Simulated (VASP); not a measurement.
A run of VASP 6.6.1 is set up as follows.

Contents of POSCAR:

```
Fe
1.0
    2.3342634294      0.0000000000      0.0000000000
    0.0000000000      2.3342634294      0.0000000000
    0.0000000000      0.0000000000      2.3342634294
Fe
1
Direct
    0.0000000000      0.0000000000      0.0000000000
```

File INCAR.step1:

```
SYSTEM = Fe
ALGO = Normal
EDIFF = 1E-4
ENCUT = 600
GGA = PE
ISMEAR = -1
LASPH = .TRUE.
LCHARG = .FALSE.
LREAL = .FALSE.
LWAVE = .TRUE.
NELM = 60
PREC = Accurate
SIGMA = 0.1
```

The input INCAR.step2:

```
SYSTEM = Fe
ALGO = Normal
EDIFF = 1E-6
EDIFFG = -0.01
ENCUT = 600
IBRION = 2
ISIF = 3
ISMEAR = -1
ISTART = 1
LASPH = .TRUE.
LCHARG = .FALSE.
LMIXTAU = .TRUE.
LREAL = .FALSE.
LWAVE = .FALSE.
METAGGA = R2SCAN
NELM = 60
NSW = 80
PREC = Accurate
SIGMA = 0.1
```

The input KPOINTS:

```
k-points
0
G
  13 13 13
  0 0 0
```

Potentials or basis: VASP PAW PBE potentials, release 64 (Fe).

The run is started by

```bash
$ cat potpaw_PBE.64/Fe/POTCAR > POTCAR
$ cp INCAR.step1 INCAR
$ mpirun -np 1 vasp_std > vasp.out
$ cp INCAR.step2 INCAR
$ mpirun -np 1 vasp_std > vasp.out
```

(1) Estimate the band gap on the k mesh.

(2) Estimate the space group after relaxing (to 0.05 Å).

(3) Predict the relaxed volume.

(4) Predict the relaxed cell.

Answers

(1) zero (band 4 reaches 8.16 eV, above the bottom of band 5 at 5.48 eV).

(2) Pm-3m (No. 221).

(3) 11.25 Å³/atom.

(4) a = 2.241 Å, b = 2.241 Å, c = 2.241 Å, α = 90.00°, β = 90.00°, γ = 90.00°.

Caveat: the PAW data sets were made with another functional, which shifts forces and pressure a little; the run has no spin polarisation, though such a crystal can be magnetic.
